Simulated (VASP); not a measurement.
# H21C10N3O2 in VASP: a series of runs

Runs on H21C10N3O2. Level: r2SCAN+D3(BJ). Tasks: single point.

Everything below comes from runs of VASP 6.6.1. Logs are shortened: lines on timing, memory, paths and dates and some standing lists are left out, and cuts for length are marked.

### 1 The cell of the first run

The cell holds an amorphous packing of atoms, 36 atoms: a = 7.140 Å, b = 7.140 Å, c = 7.140 Å, α = 90.00°, β = 90.00°, γ = 90.00°.

### 2 Single point, r2SCAN+D3(BJ)

POSCAR reads:

```
H21C10N3O2
1.0
    7.1400370000      0.0000000000      0.0000000000
    0.0000000000      7.1400370000      0.0000000000
    0.0000000000      0.0000000000      7.1400370000
C O H N
10 2 21 3
Direct
    0.8289032676      0.3697739942      0.9173902040
    0.8684548834      0.2082202095      0.7784693553
    0.1864836275      0.0856718249      0.2415673756
    0.3143541133      0.1955031886      0.1118201488
    0.4969442035      0.5209496814      0.5497870669
    0.4214263876      0.7188198044      0.5550951627
   -0.0265404787      0.5516217913      0.3406004759
   -0.0706438916      0.7030075614      0.4648715406
    0.4086673500      0.6849404282      1.0518432888
    0.5740866609      0.7759483599      1.0949383035
    1.0440842253      0.1698030416      0.7194360477
    0.4915240635      0.2492704169      0.2028000695
    1.0623894526      0.0613862365      0.6536800860
    0.8017745566      0.0783049163      0.8303458371
    0.7711164522      0.2219876452      0.6607248674
    0.6834558420      0.3896338352      0.9233565596
    0.8811298877      0.3270571287      1.0551485938
    0.8947712736      0.5009777961      0.8800654674
    0.5164819174      0.1424642477      0.2769033270
    0.3382055303      0.1011759463     -0.0052380681
    0.2400267674      0.3201524026      0.0558960689
    0.0237393728      0.0910639539      0.2123658463
    0.2502928206     -0.0589212633      0.2303489464
    0.1954331609      0.1124363921      0.4041995861
    0.5771678774      0.4844092545      0.4284431579
    0.5804451714      0.5116500097      0.6725875510
    0.3619869197      0.4578407647      0.5623920436
   -0.0538652671      0.6252628663      0.2041586059
    0.1288928895      0.5340028350      0.3621129694
   -0.0759659929      0.4087233722      0.3819027829
    0.4437231908      0.5688766039      0.9745747816
    0.3214549168      0.6634699512      1.1736773913
    0.3283036208      0.7786514272      0.9734823503
    0.3578272774      0.8628106549      0.5928120541
   -0.0681509073      0.8283150353      0.5681903329
    0.7112848295      0.8496874736      1.1117869557
```

INCAR.step1 reads:

```
SYSTEM = H21C10N3O2
  PREC = Accurate
  ENCUT = 520
  ISMEAR = -1
  SIGMA = 0.02
  LREAL = Auto
  LASPH = .True.
  NELM = 100
  NBANDS = 68
  GGA = PE
  ALGO = Normal
  EDIFF = 1E-4
  LWAVE = .True.
  LCHARG = .False.
```

INCAR.step2 reads:

```
SYSTEM = H21C10N3O2
  PREC = Accurate
  ENCUT = 520
  EDIFF = 1E-6
  ISMEAR = -1
  SIGMA = 0.02
  LREAL = Auto
  LASPH = .True.
  NELM = 100
  ALGO = Normal
  ISIF = 2
  LWAVE = .False.
  LCHARG = .False.
  METAGGA = R2SCAN
  LMIXTAU = .True.
  IVDW = 12
  VDW_S6 = 1.0
  VDW_S8 = 0.78981345
  VDW_A1 = 0.49484001
  VDW_A2 = 5.73083694
  NBANDS = 68
  ISTART = 1
```

KPOINTS reads:

```
Automatic mesh
0
Gamma
  1 1 1
  0 0 0
```

Potentials or basis: VASP PAW PBE potentials, release 64 (C, O, H, N).

Command:

```bash
cat potpaw_PBE.64/C/POTCAR potpaw_PBE.64/O/POTCAR potpaw_PBE.64/H/POTCAR potpaw_PBE.64/N/POTCAR > POTCAR
cp INCAR.step1 INCAR
mpirun -np 1 vasp_gam > vasp.out
cp INCAR.step2 INCAR
mpirun -np 1 vasp_gam > vasp.out
```

OUTCAR:

```text
SYSTEM = H21C10N3O2
   PREC = Accurate
   ENCUT = 520
   EDIFF = 1E-6
   ISMEAR = -1
   LREAL = Auto
   LASPH = .True.
   NELM = 100
   ISIF = 2
   METAGGA = R2SCAN
   IVDW = 12
   ISTART = 1
 IVDW          = 12

 ion  position               nearest neighbor table
   1  0.829  0.370  0.917-  16 1.05  18 1.08  17 1.10   2 1.55
   2  0.868  0.208  0.778-  15 1.10  14 1.11  11 1.35   1 1.55
   3  0.186  0.086  0.242-  23 1.13  24 1.18  22 1.18   4 1.52
   4  0.314  0.196  0.112-  20 1.09  21 1.11  12 1.47   3 1.52
   5  0.497  0.521  0.550-  26 1.06  27 1.07  25 1.07   6 1.51
   6  0.421  0.719  0.555-  34 1.16   5 1.51
   7  0.973  0.552  0.341-  30 1.12  28 1.12  29 1.13   8 1.43
   8  0.929  0.703  0.465-  35 1.16   7 1.43
   9  0.409  0.685  0.052-  31 1.03  33 1.04  32 1.08  10 1.38
  10  0.574  0.776  0.095-  36 1.12   9 1.38
  11  0.044  0.170  0.719-  13 0.91   2 1.35
  12  0.492  0.249  0.203-  19 0.95   4 1.47
  13  0.062  0.061  0.654-  11 0.91
  14  0.802  0.078  0.830-   2 1.11
  15  0.771  0.222  0.661-   2 1.10
  16  0.683  0.390  0.923-   1 1.05
  17  0.881  0.327  0.055-   1 1.10
  18  0.895  0.501  0.880-   1 1.08
[... 16 lines left out ...]
  35  0.932  0.828  0.568-   8 1.16
  36  0.711  0.850  0.112-  10 1.12

  LATTYP: Found a simple cubic cell.
 ALAT       =     7.1400370000

  Lattice vectors:

 A1 = (   7.1400370000,   0.0000000000,   0.0000000000)
 A2 = (   0.0000000000,   7.1400370000,   0.0000000000)
 A3 = (   0.0000000000,   0.0000000000,   7.1400370000)

Analysis of symmetry for initial positions (statically):
=====================================================================
 Subroutine PRICEL returns:
 Original cell was already a primitive cell.

 Routine SETGRP: Setting up the symmetry group for a
 simple cubic supercell.

 Subroutine GETGRP returns: Found  1 space group operations
 (whereof  1 operations were pure point group operations)
 out of a pool of 48 trial point group operations.

The static configuration has the point symmetry C_1 .

Analysis of symmetry for dynamics (positions and initial velocities):
=====================================================================
 Subroutine PRICEL returns:
 Original cell was already a primitive cell.

 Routine SETGRP: Setting up the symmetry group for a
 simple cubic supercell.

 Subroutine GETGRP returns: Found  1 space group operations
 (whereof  1 operations were pure point group operations)
 out of a pool of 48 trial point group operations.

The dynamic configuration has the point symmetry C_1 .

 Subroutine INISYM returns: Found  1 space group operations
 (whereof  1 operations are pure point group operations),
 and found     1 'primitive' translations

----------------------------------------------------------------------------------------

                                     Primitive cell

  volume of cell :     364.0000

  direct lattice vectors                    reciprocal lattice vectors
     7.140037000  0.000000000  0.000000000     0.140055297  0.000000000  0.000000000
     0.000000000  7.140037000  0.000000000     0.000000000  0.140055297  0.000000000
     0.000000000  0.000000000  7.140037000     0.000000000  0.000000000  0.140055297

  length of vectors
     7.140037000  7.140037000  7.140037000     0.140055297  0.140055297  0.140055297

  position of ions in fractional coordinates (direct lattice)
     0.828903268  0.369773994  0.917390204
     0.868454883  0.208220209  0.778469355
     0.186483628  0.085671825  0.241567376
     0.314354113  0.195503189  0.111820149
     0.496944203  0.520949681  0.549787067
     0.421426388  0.718819804  0.555095163
[... 28 lines left out ...]
     0.931849093  0.828315035  0.568190333
     0.711284830  0.849687474  0.111786956

  ion indices of the primitive-cell ions
   primitive index   ion index
                 1           1
                 2           2
                 3           3
                 4           4
                 5           5
                 6           6
[... 28 lines left out ...]
                35          35
                36          36

----------------------------------------------------------------------------------------

 KPOINTS: Automatic mesh

Automatic generation of k-mesh.
 Grid dimensions read from file:
 generate k-points for:    1    1    1

 Generating k-lattice:

  Cartesian coordinates                     Fractional coordinates (reciprocal lattice)
     0.140055297  0.000000000  0.000000000     1.000000000  0.000000000  0.000000000
     0.000000000  0.140055297  0.000000000     0.000000000  1.000000000  0.000000000
     0.000000000  0.000000000  0.140055297     0.000000000  0.000000000  1.000000000

  Length of vectors
     0.140055297  0.140055297  0.140055297

  Shift w.r.t. Gamma in fractional coordinates (k-lattice)
     0.000000000  0.000000000  0.000000000

 Subroutine IBZKPT returns following result:
 ===========================================

 Found      1 irreducible k-points:

 Following reciprocal coordinates:
            Coordinates               Weight
  0.000000  0.000000  0.000000      1.000000
   k-points           NKPTS =      1   k-points in BZ     NKDIM =      1   number of bands    NBANDS=     68
   number of dos      NEDOS =    301   number of ions     NIONS =     36
   total plane-waves  NPLWV = 157464
   dimension x,y,z NGX =    54 NGY =   54 NGZ =   54
   dimension x,y,z NGXF=   108 NGYF=  108 NGZF=  108
   ions per type =              10   2  21   3
   NGX,Y,Z   is equivalent  to a cutoff of  12.57, 12.57, 12.57 a.u.
   NGXF,Y,Z  is equivalent  to a cutoff of  25.15, 25.15, 25.15 a.u.
 SYSTEM =  H21C10N3O2
   PREC   = accura    normal or accurate (medium, high low for compatibility)
   ISTART =      1    job   : 0-new  1-cont  2-samecut
   ICHARG =      0    charge: 1-file 2-atom 10-const
   ISPIN  =      1    spin polarized calculation?
   LNONCOLLINEAR =      F non collinear calculations
   LSORBIT =      F    spin-orbit coupling
   LASPH  =      T    aspherical Exc in radial PAW
   ENCUT  =  520.0 eV  38.22 Ry    6.18 a.u.  13.28 13.28 13.28*2*pi/ulx,y,z
   NELM   =    100;   NELMIN=  2; NELMDL=  0     # of ELM steps
   EDIFF  = 0.1E-05   stopping-criterion for ELM
   LREAL  =      T    real-space projection
   EDIFFG = 0.1E-04   stopping-criterion for IOM
   NSW    =      0    number of steps for IOM
   IBRION =     -1    ionic relax: 0-MD 1-quasi-New 2-CG
   NFREE  =      0    steps in history (QN), initial steepest desc. (CG)
   ISIF   =      2    stress and relaxation
   ISYM   =      2    0-nonsym 1-usesym 2-fastsym
   POTIM  = 0.5000    time-step for ionic-motion
   TEBEG  =    0.0;   TEEND  =   0.0 temperature during run
   PSTRESS=    0.0 pullay stress
   NELECT =      88.0000    total number of electrons
   NUPDOWN=      -1.0000    fix difference up-down
   EMIN   =  10.00;   EMAX   =-10.00  energy-range for DOS
   EFERMI =   0.00;   METHOD = LEGACY
   ISMEAR =    -1;   SIGMA  =   0.02  broadening in eV -4-tet -1-fermi 0-gaus
   EFERMI_NEDOS =   21; number of points for ismear=-14 and -15
   IALGO  =     38    algorithm
   IMIX   =      4    mixing-type and parameters
     AMIX     =   0.40;   BMIX     =  1.00
     AMIX_MAG =   1.60;   BMIX_MAG =  1.00
  volume/ion in A,a.u.               =      10.11        68.23
  Fermi-wavevector in a.u.,A,eV,Ry     =   1.019848  1.927232 14.151270  1.040089
  Thomas-Fermi vector in A             =   2.153384
   LORBIT       =      0    0 simple, 1 ext, 2 COOP (PROOUT), +10 PAW based schemes
   METAGGA = R2SCAN    functional components
   LHFCALC =     F    Hartree Fock is set to
   AEXX    =    0.0000 exact exchange contribution
   IVDW    =    12    specifies the selected vdW correction
   LEPSILON=     F    determine dielectric tensor
   LRPA    =     F    only Hartree local field effects (RPA)
 non-spin polarized calculation
  energy-cutoff  :      520.00
  volume of cell :      364.00
 maximum number of plane-waves:      4898
 NGX is ok and might be reduce to    54
   NGX = 27   NGY = 27   NGZ = 27

 number of electron      87.9999996 magnetization

 Free energy of the ion-electron system (eV)
  ---------------------------------------------------
  ext. energy  EPLUGINS =         0.00000000
  ---------------------------------------------------
  free energy    TOTEN  =      -214.67195093 eV

  energy without entropy =     -214.67195093  energy(sigma->0) =     -214.67195093

 E-fermi :  -1.4049     XC(G=0):  -7.6147

 val. band max:       -1.9085218155   @ k =   0.0000   0.0000   0.0000
 cond. band min:       2.6291999434   @ k =   0.0000   0.0000   0.0000
 fundamental gap:      4.5377217588
 Fermi energy:        -1.4049484078

 k-point     1 :       0.0000    0.0000    0.0000
  band No.  band energies     occupation
      1     -23.2004      2.00000
      2     -22.9801      2.00000
      3     -20.7862      2.00000
      4     -20.2847      2.00000
      5     -20.1330      2.00000
      6     -17.2502      2.00000
[... 48 lines left out ...]
     55       5.3732      0.00000
     56       5.7899      0.00000
 [bands above 56 left out]

------------------------ aborting loop because EDIFF is reached ----------------------------------------

 Edisp (eV)   -0.90867

 E8    (eV) :    -0.1520

  FORCE on cell =-STRESS in cart. coord.  units (eV):
  Direction    XX          YY          ZZ          XY          YZ          ZX
  --------------------------------------------------------------------------------------
  -------------------------------------------------------------------------------------
  Total       6.51126     4.60430     3.72503     6.23271     1.67123     1.06170
  in kB      28.65986    20.26620    16.39606    27.43379     7.35606     4.67316
  external pressure =       21.77 kB  Pullay stress =        0.00 kB

 VOLUME and BASIS-vectors are now :
 -----------------------------------------------------------------------------
  energy-cutoff  :      520.00
  volume of cell :      364.00
      direct lattice vectors                 reciprocal lattice vectors
     7.140037000  0.000000000  0.000000000     0.140055297  0.000000000  0.000000000
     0.000000000  7.140037000  0.000000000     0.000000000  0.140055297  0.000000000
     0.000000000  0.000000000  7.140037000     0.000000000  0.000000000  0.140055297

 POSITION                                       TOTAL-FORCE (eV/Angst)
 -----------------------------------------------------------------------------------
      5.91840      2.64020      6.55020         2.498032     -1.400532     -0.332632
      6.20080      1.48670      5.55830        -3.583269     -1.222690      0.019614
      1.33150      0.61170      1.72480        -0.988728     -1.053536      2.183947
      2.24450      1.39590      0.79840        -0.624792      0.953438      0.333644
      3.54820      3.71960      3.92550        -1.255451      3.014654     -0.029755
      3.00900      5.13240      3.96340         1.409889     -1.117854      0.099259
[... 28 lines left out ...]
      6.65344      5.91420      4.05690        -0.622490     -0.208967     -0.292148
      5.07860      6.06680      0.79816         4.874629      2.619178      0.921638
 -----------------------------------------------------------------------------------
    total drift:                               -0.025002     -0.019809      0.011682

  FREE ENERGIE OF THE ION-ELECTRON SYSTEM (eV)
  ---------------------------------------------------
  free  energy   TOTEN  =      -215.5806209881 eV

  energy  without entropy=     -215.5806209881  energy(sigma->0) =     -215.58062099
```

It took 3.6 min on 1 thread of Intel Xeon Platinum 8259CL at 2.50GHz (Skylake/Cascade Lake), shared host; peak memory 0.45 GiB.

Results:

```
Free energy                : -215.5806 eV
Pressure                   : 2.2 GPa
Largest force              : 5.610 eV/Å
Band gap on the k mesh     : 4.54 eV
Dispersion energy per atom : -0.025 eV
```

Forces on the atoms (eV/Å):
```
C    2.498 -1.401 -0.333
C   -3.583 -1.223  0.020
C   -0.989 -1.054  2.184
C   -0.625  0.953  0.334
C   -1.255  3.015 -0.030
C    1.410 -1.118  0.099
C    1.384  0.284  0.031
C    0.429  0.071  1.359
C   -1.443  0.681  1.523
C   -2.588 -1.305 -0.212
O    2.600  4.122  1.676
O   -1.637  0.580 -1.257
H   -0.335 -2.885 -1.285
H    0.313  0.182  0.814
H   -0.038  0.774 -0.790
H   -1.417 -0.014  0.243
H   -0.240  0.205 -0.064
H    0.275  0.340 -0.292
H    0.687 -0.880  0.800
H    0.409  0.268 -0.460
H    0.716 -0.220  0.274
H    2.458 -0.403 -0.144
H   -1.382  0.708  0.376
H    0.218  0.284 -2.328
H   -0.122 -0.101 -0.598
H    0.472 -0.428  0.799
H   -0.208 -1.700  0.081
H   -0.021 -1.615  0.229
H   -0.755  0.193 -0.484
H   -0.515  1.064 -0.732
H   -0.007 -2.354 -1.100
H    0.172 -0.747  0.228
H   -1.012  0.971 -1.470
N   -0.120  0.338 -0.120
N   -0.622 -0.209 -0.292
N    4.875  2.619  0.922
```

Levels at points of the mesh, in eV from the valence-band top:
| k point | band 42 | band 43 | band 44 | band 45 | band 46 | band 47 |
| --- | --- | --- | --- | --- | --- | --- |
| (0.00, 0.00, 0.00) | -1.64 | -0.96 | 0.00 | 4.54 | 5.04 | 5.43 |

Caveat: the k points lie up to 0.88 Å⁻¹ apart; the PAW data sets were made with another functional, which shifts forces and pressure a little.

[end of part 1 of 3]
